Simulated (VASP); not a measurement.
Wanted: the native input for a VASP 6.6.1 run.

```
Task                   : single point
Functional             : PBEsol
Potentials or basis    : VASP PAW PBE potentials, release 64 (Hf_pv, N)
Cutoff                 : 520 eV
k mesh                 : 18 × 18 × 18
Occupations            : gaussian, width 0.15 eV
Spin                   : no spin polarisation
Dipole correction      : no
Further INCAR settings : ALGO = Normal; EDIFF = 1e-06; NBANDS = 14
```

The structure of HfN lies in POSCAR:

```
HfN
1.0
    0.0000000000      2.2251150000      2.2590000000
    2.2251150000      0.0000000000      2.2590000000
    2.2251150000      2.2251150000      0.0000000000
Hf N
1 1
Direct
    0.0000000000      0.0000000000      0.0000000000
    0.5000000000      0.5000000000      0.5000000000
```

This cell differs from its parent crystal: strain -0.0150 x Voigt [1, 1, 0, 0, 0, 0].

These files were run (other wordings do the same):

INCAR

```
SYSTEM = HfN
ALGO = Normal
EDIFF = 1E-6
ENCUT = 520
GGA = PS
ISIF = 2
ISMEAR = 0
LASPH = .True.
LCHARG = .False.
LREAL = .False.
LWAVE = .False.
NBANDS = 14
NELM = 60
PREC = Accurate
SIGMA = 0.15
```

KPOINTS

```
k-points
0
Gamma
  18 18 18
  0 0 0
```

Potentials or basis: VASP PAW PBE potentials, release 64 (Hf_pv, N).

Run with:

```bash
$ cat potpaw_PBE.64/Hf_pv/POTCAR potpaw_PBE.64/N/POTCAR > POTCAR
$ mpirun -np 1 vasp_std > vasp.out
```

It gave:

The pressure is 3.7 GPa.

Caveat: the cell differs from its parent crystal (strain -0.0150 x Voigt [1, 1, 0, 0, 0, 0]); the PAW data sets were made with another functional, which shifts forces and pressure a little.

It took 34 s on 1 thread of Intel(R) Xeon(R) 6975P-C (Granite Rapids), with other jobs on the host, peak memory 0.27 GiB.
